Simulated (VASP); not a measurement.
# Al8O in VASP: further runs

The runs below take Al8O through single point, with PBEsol.

Everything below comes from runs of VASP 6.6.1. Logs are shortened: lines on timing, memory, paths and dates and some standing lists are left out, and cuts for length are marked.

### 1 The cell of the first run

The cell holds a slab with vacuum, 9 atoms: a = 2.836 Å, b = 2.836 Å, c = 35.314 Å, α = 90.00°, β = 90.00°, γ = 120.00°.

### 2 Single point, PBEsol

Contents of INCAR:

```
SYSTEM = Al8O
ALGO = Normal
DIPOL = 0.5 0.5 0.502
EDIFF = 1E-6
ENCUT = 520
GGA = PS
IDIPOL = 3
ISIF = 2
ISMEAR = 0
LASPH = .TRUE.
LCHARG = .FALSE.
LDIPOL = .TRUE.
LREAL = .FALSE.
LWAVE = .FALSE.
NBANDS = 25
NELM = 100
PREC = Accurate
SIGMA = 0.1
```

Contents of KPOINTS:

```
k-points
0
G
  12 12 1
  0 0 0
```

Contents of POSCAR:

```
Al8O
1.0
    2.8362844922      0.0000000000      0.0000000000
   -1.4181422461      2.4562944226      0.0000000000
    0.0000000000      0.0000000000     35.3137615421
Al O
8 1
Direct
    0.3333333333      0.6666666667      0.2406993656
    0.0000000000      0.0000000000      0.3066945262
    0.6666666667      0.3333333333      0.3726896867
    0.0000000000      0.0000000000      0.4386848473
    0.3333333333      0.6666666667      0.5040338594
    0.0000000000      0.0000000000      0.5697335640
    0.6666666667      0.3333333333      0.6352564119
    0.0000000000      0.0000000000      0.6991927913
    0.0000000000      0.0000000000      0.7466676966
```

Potentials or basis: VASP PAW PBE potentials, release 64 (Al, O).

Command:

```
> cat potpaw_PBE.64/Al/POTCAR potpaw_PBE.64/O/POTCAR > POTCAR
> mpirun -np 1 vasp_std > vasp.out
```

OUTCAR:

```text
SYSTEM = Al8O
   EDIFF = 1E-6
   ENCUT = 520
   GGA = PS
   ISIF = 2
   ISMEAR = 0
   LASPH = .TRUE.
   LREAL = .FALSE.
   NELM = 100
   PREC = Accurate

 ion  position               nearest neighbor table
   1  0.333  0.667  0.241-   2 2.85   2 2.85   2 2.85
   2  0.000  0.000  0.307-   3 2.85   3 2.85   3 2.85   1 2.85   1 2.85   1 2.85
   3  0.667  0.333  0.373-   2 2.85   2 2.85   2 2.85   4 2.85   4 2.85   4 2.85
   4  0.000  0.000  0.439-   5 2.83   5 2.83   5 2.83   3 2.85   3 2.85   3 2.85
   5  0.333  0.667  0.504-   4 2.83   4 2.83   4 2.83   6 2.84   6 2.84   6 2.84
   6  0.000  0.000  0.570-   7 2.83   7 2.83   7 2.83   5 2.84   5 2.84   5 2.84
   7  0.667  0.333  0.635-   8 2.79   8 2.79   8 2.79   6 2.83   6 2.83   6 2.83
   8  0.000  0.000  0.699-   9 1.68   7 2.79   7 2.79   7 2.79
   9  0.000  0.000  0.747-   8 1.68

  LATTYP: Found a hexagonal cell.
 ALAT       =     2.8362844922
 C/A-ratio  =    12.4507120633

  Lattice vectors:

 A1 = (   2.8362844922,   0.0000000000,   0.0000000000)
 A2 = (  -1.4181422461,   2.4562944226,   0.0000000000)
 A3 = (   0.0000000000,   0.0000000000,  35.3137615421)

Analysis of symmetry for initial positions (statically):
=====================================================================
 Subroutine PRICEL returns:
 Original cell was already a primitive cell.

 Routine SETGRP: Setting up the symmetry group for a
 hexagonal supercell.

 Subroutine GETGRP returns: Found  6 space group operations
 (whereof  6 operations were pure point group operations)
 out of a pool of 24 trial point group operations.

The static configuration has the point symmetry C_3v.

Analysis of symmetry for dynamics (positions and initial velocities):
=====================================================================
 Subroutine PRICEL returns:
 Original cell was already a primitive cell.

 Routine SETGRP: Setting up the symmetry group for a
 hexagonal supercell.

 Subroutine GETGRP returns: Found  6 space group operations
 (whereof  6 operations were pure point group operations)
 out of a pool of 24 trial point group operations.

The dynamic configuration has the point symmetry C_3v.

 Subroutine INISYM returns: Found  6 space group operations
 (whereof  6 operations are pure point group operations),
 and found     1 'primitive' translations

----------------------------------------------------------------------------------------

                                     Primitive cell

  volume of cell :     246.0221

  direct lattice vectors                    reciprocal lattice vectors
     2.836284492  0.000000000  0.000000000     0.352573941  0.203558659  0.000000000
    -1.418142246  2.456294423  0.000000000     0.000000000  0.407117319  0.000000000
     0.000000000  0.000000000 35.313761542     0.000000000  0.000000000  0.028317572

  length of vectors
     2.836284492  2.836284492 35.313761542     0.407117319  0.407117319  0.028317572

  position of ions in fractional coordinates (direct lattice)
     0.333333333  0.666666667  0.240699366
     0.000000000  0.000000000  0.306694526
     0.666666667  0.333333333  0.372689687
     0.000000000  0.000000000  0.438684847
     0.333333333  0.666666667  0.504033859
     0.000000000  0.000000000  0.569733564
     0.666666667  0.333333333  0.635256412
     0.000000000  0.000000000  0.699192791
     0.000000000  0.000000000  0.746667697

  ion indices of the primitive-cell ions
   primitive index   ion index
                 1           1
                 2           2
                 3           3
                 4           4
                 5           5
                 6           6
                 7           7
                 8           8
                 9           9

----------------------------------------------------------------------------------------

 KPOINTS: k-points

Automatic generation of k-mesh.
 Grid dimensions read from file:
 generate k-points for:   12   12    1

 Generating k-lattice:

  Cartesian coordinates                     Fractional coordinates (reciprocal lattice)
     0.029381162  0.016963222  0.000000000     0.083333333  0.000000000  0.000000000
     0.000000000  0.033926443  0.000000000     0.000000000  0.083333333  0.000000000
     0.000000000  0.000000000  0.028317572     0.000000000  0.000000000  1.000000000

  Length of vectors
     0.033926443  0.033926443  0.028317572

  Shift w.r.t. Gamma in fractional coordinates (k-lattice)
     0.000000000  0.000000000  0.000000000

 Subroutine IBZKPT returns following result:
 ===========================================

 Found     19 irreducible k-points:

 Following reciprocal coordinates:
            Coordinates               Weight
  0.000000  0.000000  0.000000      1.000000
  0.083333  0.000000  0.000000      6.000000
  0.166667  0.000000  0.000000      6.000000
  0.250000  0.000000  0.000000      6.000000
  0.333333  0.000000  0.000000      6.000000
  0.416667  0.000000  0.000000      6.000000
[... 11 lines left out ...]
  0.333333  0.250000  0.000000     12.000000
  0.333333  0.333333  0.000000      2.000000
   k-points           NKPTS =     19   k-points in BZ     NKDIM =     19   number of bands    NBANDS=     25
   number of dos      NEDOS =    301   number of ions     NIONS =      9
   total plane-waves  NPLWV = 155520
   dimension x,y,z NGX =    24 NGY =   24 NGZ =  270
   dimension x,y,z NGXF=    48 NGYF=   48 NGZF=  540
   ions per type =               8   1
   NGX,Y,Z   is equivalent  to a cutoff of  14.07, 14.07, 12.71 a.u.
   NGXF,Y,Z  is equivalent  to a cutoff of  28.13, 28.13, 25.42 a.u.
 SYSTEM =  Al8O
   PREC   = accura    normal or accurate (medium, high low for compatibility)
   ISTART =      0    job   : 0-new  1-cont  2-samecut
   ICHARG =      2    charge: 1-file 2-atom 10-const
   ISPIN  =      1    spin polarized calculation?
   LNONCOLLINEAR =      F non collinear calculations
   LSORBIT =      F    spin-orbit coupling
   LASPH  =      T    aspherical Exc in radial PAW
   ENCUT  =  520.0 eV  38.22 Ry    6.18 a.u.   5.27  5.27 65.66*2*pi/ulx,y,z
   NELM   =    100;   NELMIN=  2; NELMDL= -5     # of ELM steps
   EDIFF  = 0.1E-05   stopping-criterion for ELM
   LREAL  =      F    real-space projection
   EDIFFG = 0.1E-04   stopping-criterion for IOM
   NSW    =      0    number of steps for IOM
   IBRION =     -1    ionic relax: 0-MD 1-quasi-New 2-CG
   NFREE  =      0    steps in history (QN), initial steepest desc. (CG)
   ISIF   =      2    stress and relaxation
   ISYM   =      2    0-nonsym 1-usesym 2-fastsym
   POTIM  = 0.5000    time-step for ionic-motion
   TEBEG  =    0.0;   TEEND  =   0.0 temperature during run
   PSTRESS=    0.0 pullay stress
   NELECT =      30.0000    total number of electrons
   NUPDOWN=      -1.0000    fix difference up-down
   EMIN   =  10.00;   EMAX   =-10.00  energy-range for DOS
   EFERMI =   0.00;   METHOD = LEGACY
   ISMEAR =     0;   SIGMA  =   0.10  broadening in eV -4-tet -1-fermi 0-gaus
   EFERMI_NEDOS =   21; number of points for ismear=-14 and -15
   IALGO  =     38    algorithm
   IMIX   =      4    mixing-type and parameters
     AMIX     =   0.40;   BMIX     =  1.00
     AMIX_MAG =   1.60;   BMIX_MAG =  1.00
  volume/ion in A,a.u.               =      27.34       184.47
  Fermi-wavevector in a.u.,A,eV,Ry     =   0.811815  1.534108  8.966837  0.659044
  Thomas-Fermi vector in A             =   1.921244
   LORBIT       =      0    0 simple, 1 ext, 2 COOP (PROOUT), +10 PAW based schemes
   GGA     = PS    functional components
   LHFCALC =     F    Hartree Fock is set to
   AEXX    =    0.0000 exact exchange contribution
   IVDW    =     0    specifies the selected vdW correction
   LEPSILON=     F    determine dielectric tensor
   LRPA    =     F    only Hartree local field effects (RPA)
 non-spin polarized calculation
 Gauss-broadening in eV      SIGMA  =   0.10
  energy-cutoff  :      520.00
  volume of cell :      246.02
 maximum number of plane-waves:      6671
 NGX is ok and might be reduce to    24
   NGX = 11   NGY = 11   NGZ =131

 number of electron      30.0000001 magnetization

 dipolmoment           0.000000      0.000000      0.217361 electrons x Angstroem

 Free energy of the ion-electron system (eV)
  ---------------------------------------------------
  ext. energy  EPLUGINS =         0.00000000
  ---------------------------------------------------
  free energy    TOTEN  =       -37.19503424 eV

  energy without entropy =      -37.16416583  energy(sigma->0) =      -37.17960003

 E-fermi :   1.0707     XC(G=0):  -6.2643

 val. band max:        1.0447384040   @ k =   0.3333   0.1667   0.0000
 cond. band min:       1.1076594836   @ k =   0.3333   0.2500   0.0000
 fundamental gap:      0.0629210797
 Fermi energy:         1.0707419339

 k-point     1 :       0.0000    0.0000    0.0000
  band No.  band energies     occupation
      1     -15.8596      2.00000
      2     -10.0713      2.00000
      3      -9.7593      2.00000
      4      -9.2654      2.00000
      5      -8.5457      2.00000
      6      -7.6514      2.00000
[... 17 lines left out ...]
     24      11.8251      0.00000
     25      12.0707      0.00000

 k-point     2 :       0.0833    0.0000    0.0000
  band No.  band energies     occupation
      1     -15.8080      2.00000
      2      -9.9014      2.00000
      3      -9.5900      2.00000
      4      -9.0970      2.00000
      5      -8.3785      2.00000
      6      -7.4858      2.00000
[... 17 lines left out ...]
     24      10.0065      0.00000
     25      10.5041      0.00000

 k-point     3 :       0.1667    0.0000    0.0000
  band No.  band energies     occupation
      1     -15.6635      2.00000
      2      -9.3928      2.00000
      3      -9.0833      2.00000
      4      -8.5930      2.00000
      5      -7.8784      2.00000
      6      -6.9905      2.00000
[... 17 lines left out ...]
     24       8.2989      0.00000
     25       8.5285      0.00000

 k-point     4 :       0.2500    0.0000    0.0000
  band No.  band energies     occupation
      1     -15.4573      2.00000
      2      -8.5495      2.00000
      3      -8.2430      2.00000
      4      -7.7576      2.00000
      5      -7.0495      2.00000
      6      -6.1708      2.00000
[... 17 lines left out ...]
     24       7.0761      0.00000
     25       7.5800      0.00000
[... 337 lines left out ...]
 k-point    17 :       0.2500    0.2500    0.0000
  band No.  band energies     occupation
      1     -15.0155      2.00000
      2      -5.5575      2.00000
      3      -5.2639      2.00000
      4      -4.8002      2.00000
      5      -4.1265      2.00000
      6      -3.3098      2.00000
[... 17 lines left out ...]
     24       3.4225      0.00000
     25       3.8512      0.00000

 k-point    18 :       0.3333    0.2500    0.0000
  band No.  band energies     occupation
      1     -14.9303      2.00000
      2      -3.9286      2.00000
      3      -3.6475      2.00000
      4      -3.2088      2.00000
      5      -2.5933      2.00000
      6      -2.0528      2.00000
[... 17 lines left out ...]
     24       2.9592      0.00000
     25       3.5136      0.00000

 k-point    19 :       0.3333    0.3333    0.0000
  band No.  band energies     occupation
      1     -14.8995      2.00000
      2      -2.2634      2.00000
      3      -2.1313      2.00000
      4      -2.1249      2.00000
      5      -2.0148      2.00000
      6      -1.9016      2.00000
[... 17 lines left out ...]
     24       2.7238      0.00000
     25       2.9046      0.00000

------------------------ aborting loop because EDIFF is reached ----------------------------------------

 vacuum level on the upper side and lower side of the slab       (xc-potential included)         2.503        -3.076

  FORCE on cell =-STRESS in cart. coord.  units (eV):
  Direction    XX          YY          ZZ          XY          YZ          ZX
  --------------------------------------------------------------------------------------
  -------------------------------------------------------------------------------------
  Total        0.7165404      0.7165404      0.1068869      0.0000000      0.0000000     -0.0000000
  in kB        4.6663476      4.6663476      0.6960825      0.0000000      0.0000000     -0.0000000
  external PRESSURE =       3.3429259 kB  Pullay stress =       0.0000000 kB

 VOLUME and BASIS-vectors are now :
 -----------------------------------------------------------------------------
  energy-cutoff  :      520.00
  volume of cell :      246.02
      direct lattice vectors                 reciprocal lattice vectors
     2.836284492  0.000000000  0.000000000     0.352573941  0.203558659  0.000000000
    -1.418142246  2.456294423  0.000000000     0.000000000  0.407117319  0.000000000
     0.000000000  0.000000000 35.313761542     0.000000000  0.000000000  0.028317572

 POSITION                                       TOTAL-FORCE (eV/Angst)
 -----------------------------------------------------------------------------------
     -0.00000      1.63753      8.50000         0.000000     -0.000000      0.013614
      0.00000      0.00000     10.83054         0.000000      0.000000      0.016329
      1.41814      0.81876     13.16107        -0.000000      0.000000     -0.031586
      0.00000      0.00000     15.49161        -0.000000     -0.000000      0.003994
     -0.00000      1.63753     17.79933         0.000000     -0.000000     -0.003116
      0.00000      0.00000     20.11944        -0.000000     -0.000000      0.003824
      1.41814      0.81876     22.43329         0.000000     -0.000000      0.000157
      0.00000      0.00000     24.69113        -0.000000     -0.000000     -0.148013
      0.00000      0.00000     26.36764        -0.000000     -0.000000      0.144795
 -----------------------------------------------------------------------------------
    total drift:                                0.000000      0.000000      0.000434

  FREE ENERGIE OF THE ION-ELECTRON SYSTEM (eV)
  ---------------------------------------------------
  free  energy   TOTEN  =       -37.1950342410 eV

  energy  without entropy=      -37.1641658259  energy(sigma->0) =      -37.17960003

 vacuum level on the upper side and lower side of the slab        10.602         4.940
```

Run time: 3.1 min. Hardware: 1 thread of Intel Xeon 6975P-C (Granite Rapids), shared host; peak memory 0.41 GiB.

What came out:

- Free energy: -37.1950 eV
- Largest force: 0.148 eV/Å
- Band gap on the k mesh: zero (band 15 reaches 3.00 eV, above the bottom of band 16 at -0.24 eV)

Forces on the atoms (eV/Å):
```
Al   0.000  0.000  0.014
Al   0.000  0.000  0.016
Al   0.000  0.000 -0.032
Al   0.000  0.000  0.004
Al   0.000  0.000 -0.003
Al   0.000  0.000  0.004
Al   0.000  0.000  0.000
Al   0.000  0.000 -0.148
O    0.000  0.000  0.145
```

Caveat: the PAW data sets were made with another functional, which shifts forces and pressure a little.

### 3 Single point, PBEsol

Contents of INCAR:

```
PREC = Accurate ; ENCUT = 520
EDIFF = 1E-7 ; ISMEAR = 0
SIGMA = 0.1 ; LREAL = F
LASPH = T ; NELM = 60
ALGO = Normal ; ISIF = 2
LWAVE = F ; LCHARG = F
LDIPOL = T ; IDIPOL = 3
DIPOL = 0.5 0.5 0.502 ; GGA = PS
NBANDS = 25
```

Contents of KPOINTS:

```
Automatic mesh
0
Gamma
  12 12 1
```

Contents of POSCAR:

```
Al8O
1.0
    2.8362844922      0.0000000000      0.0000000000
   -1.4181422461      2.4562944226      0.0000000000
    0.0000000000      0.0000000000     35.3137615421
Al O
8 1
Direct
    0.3333333333      0.6666666667      0.2406993656
    0.0000000000      0.0000000000      0.3066945262
    0.6666666667      0.3333333333      0.3726896867
    0.0000000000      0.0000000000      0.4386848473
    0.3333333333      0.6666666667      0.5040311261
    0.0000000000      0.0000000000      0.5697285579
    0.6666666667      0.3333333333      0.6352510516
    0.0000000000      0.0000000000      0.6991825815
    0.0000000000      0.0000000000      0.7466596278
```

Potentials or basis: VASP PAW PBE potentials, release 64 (Al, O).

Command:

```
> cat potpaw_PBE.64/Al/POTCAR potpaw_PBE.64/O/POTCAR > POTCAR
> mpirun -np 1 vasp_std > vasp.out
```

It took 3.4 min on 1 thread of Intel Xeon 6975P-C (Granite Rapids), shared host; peak memory 0.42 GiB.

The run converged. Its results:

* Free energy: -37.1950 eV
* Largest force: 0.140 eV/Å
* Band gap on the k mesh: zero (band 15 reaches 3.00 eV, above the bottom of band 16 at -0.24 eV)

Forces in eV/Å, atoms in the order of the input:
```
Al   0.000  0.000  0.013
Al   0.000  0.000  0.016
Al   0.000  0.000 -0.032
Al   0.000  0.000  0.004
Al   0.000  0.000 -0.003
Al   0.000  0.000  0.004
Al   0.000  0.000  0.000
Al   0.000  0.000 -0.140
O    0.000  0.000  0.137
```

Levels at points of the mesh, in eV from the Fermi level:
```csv
k point,band 13,band 14,band 15,band 16,band 17,band 18
"(0.00, 0.00, 0.00)",0.39,0.39,0.49,2.17,3.64,4.58
"(0.50, 0.00, 0.00)",-2.18,-1.63,-1.17,-0.33,-0.23,-0.23
```

Caveat: the PAW data sets were made with another functional, which shifts forces and pressure a little.

### 4 Single point, PBEsol

Contents of INCAR:

```
SYSTEM = Al8O
  PREC = Accurate
  ENCUT = 520
  EDIFF = 1E-6
  ISMEAR = 0
  SIGMA = 0.1
  LREAL = .False.
  LASPH = .True.
  NELM = 80
  ALGO = Normal
  ISIF = 2
  LWAVE = .False.
  LCHARG = .False.
  LDIPOL = .True.
  IDIPOL = 3
  DIPOL = 0.5 0.5 0.500
  GGA = PS
  NBANDS = 25
```

Contents of KPOINTS:

```
Automatic mesh
0
Gamma
  12 12 1
  0 0 0
```

Contents of POSCAR:

```
Al8O
1.0
    2.8362844922      0.0000000000      0.0000000000
   -1.4181422461      2.4562944226      0.0000000000
    0.0000000000      0.0000000000     35.3137615421
Al O
8 1
Direct
    0.3333333333      0.6666666667      0.2406993656
    0.0000000000      0.0000000000      0.3066945262
    0.6666666667      0.3333333333      0.3726896867
    0.0000000000      0.0000000000      0.4386848473
    0.3333333333      0.6666666667      0.5046739778
    0.0000000000      0.0000000000      0.5704352628
    0.6666666667      0.3333333333      0.6360454966
    0.0000000000      0.0000000000      0.7036810389
    0.3333333333      0.6666666667      0.7242813973
```

Command:

```
> cat potpaw_PBE.64/Al/POTCAR potpaw_PBE.64/O/POTCAR > POTCAR
> mpirun -np 1 vasp_std > vasp.out
```

Wall time 2.5 min (1 thread of Intel Xeon 6975P-C (Granite Rapids), shared host); peak memory 0.43 GiB.

Results (log left out):

| Item | Value |
| --- | --- |
| Free energy | -41.8408 eV |
| Largest force | 0.041 eV/Å |
| Band gap on the k mesh | zero (band 15 reaches 4.57 eV, above the bottom of band 16 at 1.12 eV) |

Forces in eV/Å, atoms in the order of the input:
```
Al   0.000  0.000 -0.041
Al   0.000  0.000  0.031
Al   0.000  0.000  0.029
Al   0.000  0.000 -0.023
Al   0.000  0.000  0.001
Al   0.000  0.000 -0.001
Al   0.000  0.000  0.004
Al   0.000  0.000  0.016
O    0.000  0.000 -0.017
```

Levels at points of the mesh, in eV from the Fermi level:
```
           k point  band 11  band 12  band 13  band 14  band 15  band 16  band 17  band 18  band 19  band 20
(0.00, 0.00, 0.00)    -4.63    -4.01    -2.41    -0.73     1.01     2.66     3.84     4.52     4.86     5.58
(0.50, 0.00, 0.00)    -3.72    -3.07    -2.53    -2.36    -1.66    -1.02    -0.15     0.14     1.28     1.43
```

Caveat: the PAW data sets were made with another functional, which shifts forces and pressure a little.
